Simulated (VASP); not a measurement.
Wanted: the native input for a VASP 6.6.1 run.

* Task: single point
* Functional: PBE
* Potentials or basis: VASP PAW PBE potentials, release 64 (Sn_d, Se)
* Cutoff: 520 eV
* k mesh: 9 × 9 × 9
* Occupations: fermi-dirac, width 0.02 eV
* Spin: no spin polarisation
* Dipole correction: no
* Further INCAR settings: ALGO = Normal; EDIFF = 1e-06; NBANDS = 17

The structure of SnSe lies in POSCAR:

```
SnSe
1.0
    0.0000000000      3.0100000000      3.0401000000
    3.0100000000      0.0000000000      3.0401000000
    3.0100000000      3.0100000000      0.0000000000
Sn Se
1 1
Direct
    0.0000000000      0.0000000000      0.0000000000
    0.5000000000      0.5000000000      0.5000000000
```

This cell differs from its parent crystal: zz strain of +1 %.

One way to write it, as run:

INCAR

```
ALGO     = Normal         # electronic algorithm
EDIFF    = 1E-6           # SCF threshold, eV
ENCUT    = 520            # plane-wave cutoff, eV
GGA      = PE             # functional
ISIF     = 2              # what is computed and relaxed
ISMEAR   = -1             # smearing method
LASPH    = T              # aspherical terms in the spheres
LCHARG   = F              # write CHGCAR
LREAL    = F              # projectors in reciprocal space
LWAVE    = F              # write WAVECAR
NBANDS   = 17             # bands
NELM     = 100            # most SCF steps
PREC     = Accurate       # precision mode
SIGMA    = 0.02           # smearing width, eV
```

KPOINTS

```
k-points
0
Gamma
  9 9 9
```

Potentials or basis: VASP PAW PBE potentials, release 64 (Sn_d, Se).

The run is started by

```console
$ cat potpaw_PBE.64/Sn_d/POTCAR potpaw_PBE.64/Se/POTCAR > POTCAR
$ mpirun -np 1 vasp_std > vasp.out
```

It gave:

- Pressure: 0.5 GPa
- Band gap on the k mesh: 0.60 eV, indirect (least direct gap 0.62 eV)

Caveat: the cell differs from its parent crystal (zz strain of +1 %); spin-orbit coupling is left out, which moves the levels of the heavy elements.

Run time: 40 s on 1 thread of AMD EPYC 7R13 Processor (Zen 3), on a shared host, peak memory 0.19 GiB.
